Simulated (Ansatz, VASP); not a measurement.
**One calculation of Ga, two programs**

```xyz
2
Lattice="1.4403 -4.0377 0.0000 1.4403 4.0377 0.0000 0.0000 0.0000 3.1487" Properties=species:S:1:pos:R:3 pbc="T T T"
Ga    1.4403   -2.9637    0.7872
Ga    1.4403    2.9637    2.3615
```

Change from the starting cell: volume scaled by 0.98, PAW files.

Alike in both runs: task electric field gradients; functional PBE; k mesh 15 × 15 × 13; occupations fermi-dirac, width 0.05 eV; no spin polarisation.

|  | VASP | Ansatz |
| --- | --- | --- |
| version | VASP 6.6.1 | Ansatz 0.2.0 |
| potentials or method | VASP PAW PBE potentials, release 64 (Ga_d) | PAW with Ansatz's default frozen-core files, scalar-relativistic |
| plane-wave cutoff (eV) | 520 | 420 |
| valence electrons in the cell | 26 | 26 |

Ansatz gave:

```
pressure (GPa)                                                : 2.7
traceless stress, the component that is largest in VASP (GPa) : -1.69
rms of the force components (eV/Å)                            : 0.122
size of Vzz on the site where it differs most (V/Å²)          : 25.8
```

Question: Which values does VASP return?

Answer: Pressure (GPa): 2.8; traceless stress, the component that is largest in VASP (GPa): -1.70; rms of the force components (eV/Å): 0.122; size of Vzz on the site where it differs most (V/Å²): 24.4.

Atom by atom the forces differ by 0.001 eV/Å (rms over components).
